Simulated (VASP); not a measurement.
Runs of VASP 6.6.1 on ZrPdSe3. The structure is that of space group Pm-3m (No. 221), or close to it. The cells are those of the table. 

| task | spin | cell | k mesh | cutoff (eV) | gap on the mesh (eV) | pressure (GPa) | moment (μB) |
| --- | --- | --- | --- | --- | --- | --- | --- |
| single point | collinear, ferromagnetic start | a = 5.179 Å, 5 atoms | 8 × 8 × 8 | 520 | none | 0.0 | 0.83 |
| single point | collinear, ferromagnetic start | a = 5.189 Å, 5 atoms | 4 × 4 × 4 | 520 | none | 0.0 | 1.54 |
| single point | off | a = 5.189 Å, 5 atoms | 4 × 4 × 4 | 520 | none | -0.1 | - |
| relaxation of cell and atoms | off | relaxed from a = 4.798 Å, 5 atoms | 4 × 4 × 4 | 600 | none | -0.1 | - |
| single point | off | a = 4.798 Å, 5 atoms | 4 × 4 × 4 | 520 | none | (a) | - |

Alike in all rows: level PBE; potentials or basis VASP PAW PBE potentials, release 64 (Zr_sv, Pd, Se); smearing gaussian 0.1 eV.

**Question.** Estimate the missing entries.

**Answer.** (a) 21.7.

A k mesh can miss the band edges, and the runs leave out spin-orbit coupling on Pd, Se, Zr.

A gap of «none» marks levels without a gap at the run's occupations.
